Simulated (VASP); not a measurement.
Here is a VASP 6.6.1 calculation.

Contents of INCAR:

```
  PREC = Accurate
  ENCUT = 520
  EDIFF = 1E-6
  ISMEAR = -1
  SIGMA = 0.1
  LREAL = False
  LASPH = True
  NELM = 80
  ALGO = Normal
  ISIF = 2
  LWAVE = False
  LCHARG = False
  GGA = PE
  NBANDS = 14
```

KPOINTS

```
regular mesh
0
Gamma
  23 23 23
```

POSCAR

```
Rh
1.0
    0.0000000000      1.9160595532      1.9160595532
    1.9160595532      0.0000000000      1.9160595532
    1.9160595532      1.9160595532      0.0000000000
Rh
1
Direct
    0.0000000000      0.0000000000      0.0000000000
```

Potentials or basis: VASP PAW PBE potentials, release 64 (Rh_pv).

The run is started by

```console
$ cat potpaw_PBE.64/Rh_pv/POTCAR > POTCAR
$ mpirun -np 1 vasp_std > vasp.out
```

Problem. What does it give for the pressure?

Solution. 0.0 GPa.
